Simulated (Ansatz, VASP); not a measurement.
Two plane-wave programs on KBr

INCAR

```
SYSTEM = KBr
ALGO = Normal
EDIFF = 1E-6
ENCUT = 520
GGA = PE
ISIF = 2
ISMEAR = 0
LASPH = .TRUE.
LCHARG = .TRUE.
LELF = .TRUE.
LREAL = .FALSE.
LVHAR = .TRUE.
LWAVE = .FALSE.
NBANDS = 24
NELM = 80
PREC = Accurate
SIGMA = 0.01
```

KPOINTS

```
k-points
0
G
  6 6 4
  0 0 0
```

The input POSCAR:

```
KBr
1.0
    5.5572745594      0.0000000000      0.0000000000
   -2.7786372797      4.8127409442      0.0000000000
    0.0000000000      0.0000000000      6.5068557600
K Br
2 2
Direct
    0.3333333333      0.6666666667     -0.0624975190
    0.6666666667      0.3333333333      0.4375024810
    0.3333333333      0.6666666667      0.4374975190
    0.6666666667      0.3333333333      0.9374975190
```

Input for Ansatz:

```yaml
crystal:
  lattice:
    - [5.5572745594, 0.0, 0.0]
    - [-2.7786372797, 4.8127409442, 0.0]
    - [0.0, 0.0, 6.50685576]
  atoms:
    - { symbol: K, position: [0.3333333333, 0.6666666667, -0.062497519] }
    - { symbol: K, position: [0.6666666667, 0.3333333333, 0.437502481] }
    - { symbol: Br, position: [0.3333333333, 0.6666666667, 0.437497519] }
    - { symbol: Br, position: [0.6666666667, 0.3333333333, 0.937497519] }
kpoints:
  mp_grid: { grid: [6, 6, 4] }
hamiltonian:
  xc: pbe
scf:
  occupations: { method: fixed }
  n_extra_bands: 5
output:
  forces: true
  stress: true
  eigenvalues: true
```

Alike in both runs: task single point; functional PBE; k mesh 6 × 6 × 4; no spin polarisation.

|  | VASP | Ansatz |
| --- | --- | --- |
| version | VASP 6.6.1 | Ansatz 0.2.0 |
| potentials or method | VASP PAW PBE potentials, release 64 (K_sv, Br) | plane waves, PAW |
| plane-wave cutoff (eV) | 520 | 420 |
| occupations | gaussian, width 0.01 eV | fixed |
| valence electrons in the cell | 32 | 32 |

Ansatz gave:

* gap on the k mesh at the Fermi level (eV): 4.23
* pressure (GPa): 0.8
* traceless stress, the component that is largest in VASP (GPa): 0.08

Task: Which values does VASP return?

Result: gap on the k mesh at the Fermi level (eV): 4.23; pressure (GPa): 0.8; traceless stress, the component that is largest in VASP (GPa): 0.09.

Ansatz's warnings: structure snapped to symmetry.
